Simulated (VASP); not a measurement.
# TiO2 (a cell with a defect) in VASP: single point with PBEsol

Aim: the single point of TiO2 (a cell with a defect) with PBEsol.

Program: VASP 6.6.1. These are calculated values, not measurements. Logs are shortened: lines on timing, memory, paths and dates and some standing lists are left out, and cuts for length are marked.

## (1) The cell of the first run

The cell holds a defect, 72 atoms: a = 9.183 Å, b = 9.183 Å, c = 8.817 Å, α = 90.00°, β = 90.00°, γ = 90.00°.

## (2) Single point, PBEsol

INCAR

```
SYSTEM = TiO2
ALGO = Normal ; EDIFF = 1E-6
ENCUT = 520 ; GGA = PS
ISIF = 2 ; ISMEAR = -1
ISYM = 0 ; LASPH = .TRUE.
LCHARG = .FALSE. ; LREAL = Auto
LWAVE = .FALSE. ; NBANDS = 330
NELM = 60 ; PREC = Accurate
SIGMA = 0.05
```

KPOINTS

```
Automatic mesh
0
Gamma
  1 1 1
  0.25 0.25 0.25
```

POSCAR

```
TiO2
1.0
    9.1828280000      0.0000000000      0.0000000000
    0.0000000000      9.1828280000      0.0000000000
    0.0000000000      0.0000000000      8.8166120000
Ti O
24 48
Direct
    0.0041680000      0.0051570000      0.9951400000
    0.0204090000      0.9939780000      0.3331050000
    0.0045900000      0.0057360000      0.6712810000
    0.9841710000      0.5003580000      0.0021620000
    0.0169510000      0.4970490000      0.3339490000
    0.9861730000      0.4971100000      0.6667940000
    0.4846280000      0.9982580000      0.9965860000
    0.4959290000      0.9949560000      0.3333470000
    0.4870580000      0.9955120000      0.6692780000
    0.4936930000      0.5044890000      0.0079340000
    0.4937230000      0.5045150000      0.6576340000
    0.2579500000      0.2568140000      0.1715390000
    0.2591450000      0.2554780000      0.4958910000
    0.2394140000      0.2562330000      0.8337940000
    0.2553640000      0.7438070000      0.1646230000
    0.2548820000      0.7435300000      0.5015680000
    0.2382170000      0.7380670000      0.8329050000
    0.7506460000      0.2239210000      0.1585900000
    0.7501590000      0.2232180000      0.5069000000
    0.7373200000      0.2614210000      0.8330150000
    0.7535230000      0.7696740000      0.1615630000
    0.7565520000      0.7680450000      0.5037850000
    0.7360510000      0.7467500000      0.8326430000
    0.6913800000      0.4855810000      0.3332540000
    0.6130530000      0.4019040000      0.5017540000
    0.1500720000      0.1549530000      0.9985660000
    0.1497150000      0.1541040000      0.3330730000
    0.1502540000      0.1548280000      0.6676830000
    0.1378630000      0.6542850000      0.9995280000
    0.1467840000      0.6529650000      0.3330740000
    0.1382930000      0.6542440000      0.6666880000
    0.6470930000      0.1494490000      0.9965580000
    0.6499090000      0.1470340000      0.3328210000
    0.6477700000      0.1487660000      0.6697650000
    0.6485850000      0.6571810000      0.0022590000
    0.6444980000      0.6753160000      0.3333640000
    0.6485530000      0.6572770000      0.6640170000
    0.3494930000      0.3467580000      0.9986450000
    0.3406590000      0.3454590000      0.3335440000
    0.3490160000      0.3472370000      0.6677280000
    0.3415670000      0.8486470000      0.9969760000
    0.3469900000      0.8452970000      0.3331470000
    0.3418130000      0.8483570000      0.6693820000
    0.8486490000      0.3398600000      0.9996480000
    0.8449230000      0.3424550000      0.3331530000
    0.8485180000      0.3399050000      0.6661470000
    0.8494680000      0.8465370000      0.9966220000
    0.8529740000      0.8499740000      0.3328030000
    0.8493000000      0.8465610000      0.6699870000
    0.0948190000      0.4052080000      0.1626500000
    0.0950580000      0.4048690000      0.5037260000
    0.0915440000      0.4050360000      0.8330090000
    0.0993980000      0.9026490000      0.1641100000
    0.0993450000      0.9025640000      0.5020860000
    0.0988620000      0.9033470000      0.8330640000
    0.6130680000      0.4022770000      0.1647370000
    0.5990000000      0.4044880000      0.8328490000
    0.5963690000      0.9064820000      0.1639040000
    0.5968390000      0.9062450000      0.5017720000
    0.5922390000      0.9027060000      0.8335530000
    0.3989400000      0.0972970000      0.1680150000
    0.3993120000      0.0970060000      0.4984620000
    0.3974670000      0.0980410000      0.8324790000
    0.3900900000      0.6012050000      0.1479860000
    0.3902440000      0.6013110000      0.5178220000
    0.3989180000      0.5976670000      0.8332330000
    0.9024820000      0.0927870000      0.1672870000
    0.9024890000      0.0927650000      0.4989290000
    0.9014240000      0.0943570000      0.8331130000
    0.8794370000      0.5846400000      0.1773820000
    0.8796550000      0.5850690000      0.4882190000
    0.8909080000      0.5924480000      0.8330260000
```

Potentials or basis: VASP PAW PBE potentials, release 64 (Ti_sv, O).

Command:

```sh
$ cat potpaw_PBE.64/Ti_sv/POTCAR potpaw_PBE.64/O/POTCAR > POTCAR
$ mpirun -np 1 vasp_std > vasp.out
```

OUTCAR:

```text
SYSTEM = TiO2
   EDIFF = 1E-6
   ENCUT = 520
   GGA = PS
   ISIF = 2
   ISMEAR = -1
   ISYM = 0
   LASPH = .TRUE.
   LREAL = Auto
   NELM = 60
   PREC = Accurate

 ion  position               nearest neighbor table
   1  0.004  0.005  0.995-  69 1.90  55 1.92  26 1.92  67 1.96  53 1.97  47 2.03   3 2.86
   2  0.020  0.994  0.333-  53 1.86  54 1.86  27 1.89  48 2.03  68 2.03  67 2.03
   3  0.005  0.006  0.671-  69 1.90  28 1.91  55 1.92  68 1.96  54 1.97  49 2.04   1 2.86
   4  0.984  0.500  0.002-  72 1.92  44 1.93  50 1.95  70 1.98  52 1.99  29 2.00
   5  0.017  0.497  0.334-  30 1.86  51 1.86  50 1.87  71 2.02  70 2.04  45 2.12
   6  0.986  0.497  0.667-  72 1.92  46 1.92  51 1.95  52 1.95  31 2.01  71 2.02
   7  0.485  0.998  0.997-  63 1.89  41 1.90  61 1.93  60 1.95  58 1.98  32 2.04   9 2.89
   8  0.496  0.995  0.333-  59 1.93  58 1.93  42 1.94  62 1.95  61 1.95  33 1.99
   9  0.487  0.996  0.669-  43 1.90  63 1.91  60 1.94  62 1.95  59 1.97  34 2.04   7 2.89
  10  0.494  0.504  0.008-  64 1.79  38 1.96  66 1.97  35 2.00  56 2.00  57 2.04
  11  0.494  0.505  0.658-  65 1.79  40 1.96  66 1.97  25 1.99  37 2.00  57 2.04
  12  0.258  0.257  0.172-  39 1.81  38 1.93  61 1.96  27 1.98  50 2.03  26 2.04  13 2.86
  13  0.259  0.255  0.496-  39 1.81  40 1.92  62 1.94  27 1.98  28 2.04  51 2.04  12 2.86
  14  0.239  0.256  0.834-  26 1.91  28 1.92  52 1.93  38 1.96  40 1.96  63 2.05
  15  0.255  0.744  0.165-  64 1.81  41 1.93  42 1.95  30 1.97  29 1.99  53 2.04
  16  0.255  0.744  0.502-  65 1.81  43 1.94  42 1.95  30 1.97  31 1.98  54 2.04
  17  0.238  0.738  0.833-  31 1.89  29 1.90  66 1.96  55 1.99  43 2.00  41 2.01
  18  0.751  0.224  0.159-  67 1.84  32 1.85  33 1.93  44 1.98  56 2.07  45 2.07  20 2.89  24 2.91
[... 36 lines left out ...]
  50  0.095  0.405  0.163-   5 1.87   4 1.95  12 2.03
  51  0.095  0.405  0.504-   5 1.86   6 1.95  13 2.04
[... 10 lines left out ...]
  62  0.399  0.097  0.498-  13 1.94   8 1.95   9 1.95
  63  0.397  0.098  0.832-   7 1.89   9 1.91  14 2.05
  64  0.390  0.601  0.148-  10 1.79  15 1.81
  65  0.390  0.601  0.518-  11 1.79  16 1.81
  66  0.399  0.598  0.833-  17 1.96  10 1.97  11 1.97
  67  0.902  0.093  0.167-  18 1.84   1 1.96   2 2.03
  68  0.902  0.093  0.499-  19 1.84   3 1.96   2 2.03
  69  0.901  0.094  0.833-   3 1.90   1 1.90  20 2.15
  70  0.879  0.585  0.177-   4 1.98   5 2.04  21 2.06  24 2.39
  71  0.880  0.585  0.488-   6 2.02   5 2.02  22 2.03  24 2.39
  72  0.891  0.592  0.833-   4 1.92   6 1.92  23 2.01

IMPORTANT INFORMATION: All symmetrisations will be switched off!
NOSYMM: (Re-)initialisation of all symmetry stuff for point group C_1.

----------------------------------------------------------------------------------------

                                     Primitive cell

  volume of cell :     743.4549

  direct lattice vectors                    reciprocal lattice vectors
     9.182828000  0.000000000  0.000000000     0.108898914  0.000000000  0.000000000
     0.000000000  9.182828000  0.000000000     0.000000000  0.108898914  0.000000000
     0.000000000  0.000000000  8.816612000     0.000000000  0.000000000  0.113422253

  length of vectors
     9.182828000  9.182828000  8.816612000     0.108898914  0.108898914  0.113422253

  position of ions in fractional coordinates (direct lattice)
     0.004168000  0.005157000  0.995140000
     0.020409000  0.993978000  0.333105000
     0.004590000  0.005736000  0.671281000
     0.984171000  0.500358000  0.002162000
     0.016951000  0.497049000  0.333949000
     0.986173000  0.497110000  0.666794000
[... 64 lines left out ...]
     0.879655000  0.585069000  0.488219000
     0.890908000  0.592448000  0.833026000

  ion indices of the primitive-cell ions
   primitive index   ion index
                 1           1
                 2           2
                 3           3
                 4           4
                 5           5
                 6           6
[... 64 lines left out ...]
                71          71
                72          72

----------------------------------------------------------------------------------------

 KPOINTS: Automatic mesh

Automatic generation of k-mesh.
 Grid dimensions read from file:
 generate k-points for:    1    1    1

 Generating k-lattice:

  Cartesian coordinates                     Fractional coordinates (reciprocal lattice)
     0.108898914  0.000000000  0.000000000     1.000000000  0.000000000  0.000000000
     0.000000000  0.108898914  0.000000000     0.000000000  1.000000000  0.000000000
     0.000000000  0.000000000  0.113422253     0.000000000  0.000000000  1.000000000

  Length of vectors
     0.108898914  0.108898914  0.113422253

  Shift w.r.t. Gamma in fractional coordinates (k-lattice)
     0.250000000  0.250000000  0.250000000

 Subroutine IBZKPT returns following result:
 ===========================================

 Found      4 irreducible k-points:

 Following reciprocal coordinates:
            Coordinates               Weight
  0.250000  0.250000  0.250000      2.000000
 -0.250000  0.250000  0.250000      2.000000
 -0.250000 -0.250000  0.250000      2.000000
  0.250000 -0.250000  0.250000      2.000000
   k-points           NKPTS =      4   k-points in BZ     NKDIM =      4   number of bands    NBANDS=    330
   number of dos      NEDOS =    301   number of ions     NIONS =     72
   total plane-waves  NPLWV = 343000
   dimension x,y,z NGX =    70 NGY =   70 NGZ =   70
   dimension x,y,z NGXF=   140 NGYF=  140 NGZF=  140
   ions per type =              24  48
   NGX,Y,Z   is equivalent  to a cutoff of  12.67, 12.67, 13.20 a.u.
   NGXF,Y,Z  is equivalent  to a cutoff of  25.35, 25.35, 26.40 a.u.
 SYSTEM =  TiO2
   PREC   = accura    normal or accurate (medium, high low for compatibility)
   ISTART =      0    job   : 0-new  1-cont  2-samecut
   ICHARG =      2    charge: 1-file 2-atom 10-const
   ISPIN  =      1    spin polarized calculation?
   LNONCOLLINEAR =      F non collinear calculations
   LSORBIT =      F    spin-orbit coupling
   LASPH  =      T    aspherical Exc in radial PAW
   ENCUT  =  520.0 eV  38.22 Ry    6.18 a.u.  17.07 17.07 16.39*2*pi/ulx,y,z
   NELM   =     60;   NELMIN=  2; NELMDL= -5     # of ELM steps
   EDIFF  = 0.1E-05   stopping-criterion for ELM
   LREAL  =      T    real-space projection
   EDIFFG = 0.1E-04   stopping-criterion for IOM
   NSW    =      0    number of steps for IOM
   IBRION =     -1    ionic relax: 0-MD 1-quasi-New 2-CG
   NFREE  =      0    steps in history (QN), initial steepest desc. (CG)
   ISIF   =      2    stress and relaxation
   ISYM   =      0    0-nonsym 1-usesym 2-fastsym
   POTIM  = 0.5000    time-step for ionic-motion
   TEBEG  =    0.0;   TEEND  =   0.0 temperature during run
   PSTRESS=    0.0 pullay stress
   NELECT =     576.0000    total number of electrons
   NUPDOWN=      -1.0000    fix difference up-down
   EMIN   =  10.00;   EMAX   =-10.00  energy-range for DOS
   EFERMI =   0.00;   METHOD = LEGACY
   ISMEAR =    -1;   SIGMA  =   0.05  broadening in eV -4-tet -1-fermi 0-gaus
   EFERMI_NEDOS =   21; number of points for ismear=-14 and -15
   IALGO  =     38    algorithm
   IMIX   =      4    mixing-type and parameters
     AMIX     =   0.40;   BMIX     =  1.00
     AMIX_MAG =   1.60;   BMIX_MAG =  1.00
  volume/ion in A,a.u.               =      10.33        69.68
  Fermi-wavevector in a.u.,A,eV,Ry     =   1.503595  2.841382 30.760010  2.260797
  Thomas-Fermi vector in A             =   2.614684
   LORBIT       =      0    0 simple, 1 ext, 2 COOP (PROOUT), +10 PAW based schemes
   GGA     = PS    functional components
   LHFCALC =     F    Hartree Fock is set to
   AEXX    =    0.0000 exact exchange contribution
   IVDW    =     0    specifies the selected vdW correction
   LEPSILON=     F    determine dielectric tensor
   LRPA    =     F    only Hartree local field effects (RPA)
 non-spin polarized calculation
  energy-cutoff  :      520.00
  volume of cell :      743.45
 maximum number of plane-waves:     20027
 NGX is ok and might be reduce to    70
   NGX = 35   NGY = 35   NGZ = 33

 number of electron     575.9999995 magnetization

 Free energy of the ion-electron system (eV)
  ---------------------------------------------------
  ext. energy  EPLUGINS =         0.00000000
  ---------------------------------------------------
  free energy    TOTEN  =      -671.36509868 eV

  energy without entropy =     -671.36509868  energy(sigma->0) =     -671.36509868

 E-fermi :   5.6806     XC(G=0): -11.7240

 val. band max:        4.5732012120   @ k =  -0.2500   0.2500   0.2500
 cond. band min:       6.8131776751   @ k =  -0.2500   0.2500   0.2500
 fundamental gap:      2.2399764631
 Fermi energy:         5.6805903711

 k-point     1 :       0.2500    0.2500    0.2500
  band No.  band energies     occupation
      1     -51.9509      2.00000
      2     -51.9296      2.00000
      3     -51.9002      2.00000
      4     -51.8162      2.00000
      5     -51.7871      2.00000
      6     -51.7669      2.00000
[... 1201 lines left out ...]
    299       7.2417      0.00000
    300       7.2685      0.00000
 [bands above 300 left out]

------------------------ aborting loop because EDIFF is reached ----------------------------------------

  FORCE on cell =-STRESS in cart. coord.  units (eV):
  Direction    XX          YY          ZZ          XY          YZ          ZX
  --------------------------------------------------------------------------------------
  -------------------------------------------------------------------------------------
  Total       10.0543052     22.1554296     14.3708477     -2.0932141     -0.0462067      0.0859207
  in kB       21.6674608     47.7459051     30.9697957     -4.5109666     -0.0995774      0.1851629
  external PRESSURE =      33.4610539 kB  Pullay stress =       0.0000000 kB

 VOLUME and BASIS-vectors are now :
 -----------------------------------------------------------------------------
  energy-cutoff  :      520.00
  volume of cell :      743.45
      direct lattice vectors                 reciprocal lattice vectors
     9.182828000  0.000000000  0.000000000     0.108898914  0.000000000  0.000000000
     0.000000000  9.182828000  0.000000000     0.000000000  0.108898914  0.000000000
     0.000000000  0.000000000  8.816612000     0.000000000  0.000000000  0.113422253

 POSITION                                       TOTAL-FORCE (eV/Angst)
 -----------------------------------------------------------------------------------
      0.03827      0.04736      8.77376         0.010261     -0.016101      0.032012
      0.18741      9.12753      2.93686        -0.050927      0.031083     -0.002414
      0.04215      0.05267      5.91842        -0.004318     -0.025326     -0.037175
      9.03747      4.59470      0.01906         0.014496     -0.007367      0.032416
      0.15566      4.56432      2.94430        -0.047359      0.012283     -0.011266
      9.05586      4.56488      5.87886         0.010649      0.030290     -0.018572
[... 64 lines left out ...]
      8.07772      5.37259      4.30444         0.011487      0.005928      0.019044
      8.18105      5.44035      7.34447        -0.040197      0.027703     -0.002058
 -----------------------------------------------------------------------------------
    total drift:                                0.033330     -0.001354      0.009668

  FREE ENERGIE OF THE ION-ELECTRON SYSTEM (eV)
  ---------------------------------------------------
  free  energy   TOTEN  =      -671.3650986842 eV

  energy  without entropy=     -671.3650986831  energy(sigma->0) =     -671.36509868
```

It took 86 min on 1 thread of Oxide Virtual Turin-like, shared host; peak memory 1 GiB.

Results:

```yaml
Free_energy: -671.3651 eV
Pressure: 3.3 GPa
Largest_force: 0.108 eV/Å
Band_gap_on_the_k_mesh: 2.24 eV
```

Forces in eV/Å, atoms in the order of the input:
```
Ti   0.010 -0.016  0.032
Ti  -0.051  0.031 -0.002
Ti  -0.004 -0.025 -0.037
Ti   0.014 -0.007  0.032
Ti  -0.047  0.012 -0.011
Ti   0.011  0.030 -0.019
Ti   0.032 -0.009  0.031
Ti  -0.013  0.013 -0.005
Ti   0.020  0.014 -0.020
Ti   0.042 -0.050 -0.020
Ti   0.049 -0.070  0.051
Ti  -0.034 -0.014 -0.083
Ti  -0.044 -0.001  0.067
Ti   0.019 -0.017 -0.008
Ti  -0.056  0.040 -0.016
Ti  -0.055  0.048  0.011
Ti   0.029  0.018  0.015
Ti  -0.008  0.038  0.035
Ti  -0.007  0.028 -0.003
Ti   0.029 -0.054 -0.004
Ti  -0.006 -0.060  0.037
Ti  -0.035 -0.025 -0.024
Ti   0.014  0.002  0.004
Ti   0.052  0.008  0.001
O   -0.067 -0.024  0.051
O   -0.011 -0.012  0.033
O   -0.005 -0.001  0.006
O   -0.014 -0.006 -0.026
O   -0.010 -0.011  0.020
O   -0.021  0.019  0.001
O   -0.027 -0.022 -0.024
O   -0.033 -0.033 -0.027
O   -0.008 -0.019  0.002
O   -0.051 -0.025  0.020
O   -0.021 -0.016  0.007
O   -0.050  0.070 -0.011
O   -0.030 -0.027 -0.021
O    0.014  0.017 -0.021
O    0.073  0.079 -0.015
O    0.039  0.011  0.022
O    0.007  0.011 -0.014
O    0.020  0.001 -0.005
O    0.006  0.002  0.001
O    0.024  0.023  0.026
O    0.030  0.012  0.002
O    0.025  0.002 -0.019
O    0.037  0.031 -0.036
O    0.028  0.021 -0.005
O    0.046  0.035  0.019
O    0.031 -0.037 -0.023
O    0.035 -0.050  0.026
O   -0.009  0.014  0.009
O    0.047 -0.035 -0.022
O    0.045 -0.032  0.025
O    0.006 -0.037  0.002
O   -0.053 -0.036 -0.066
O   -0.026  0.057  0.007
O   -0.008  0.028 -0.014
O    0.019 -0.001  0.023
O   -0.001 -0.014 -0.004
O   -0.015  0.013  0.003
O   -0.004 -0.002  0.008
O   -0.032  0.048 -0.005
O    0.029 -0.014  0.078
O    0.027 -0.007 -0.080
O   -0.021 -0.011 -0.015
O    0.016 -0.033  0.018
O    0.024 -0.043 -0.020
O   -0.051  0.065 -0.002
O    0.012  0.021 -0.012
O    0.011  0.006  0.019
O   -0.040  0.028 -0.002
```

Levels at points of the mesh, in eV from the valence-band top:
| k point | band 286 | band 287 | band 288 | band 289 | band 290 | band 291 |
| --- | --- | --- | --- | --- | --- | --- |
| (0.25, 0.25, 0.25) | -0.34 | -0.31 | 0.00 | 2.24 | 2.27 | 2.37 |

Caveat: the PAW data sets were made with another functional, which shifts forces and pressure a little.
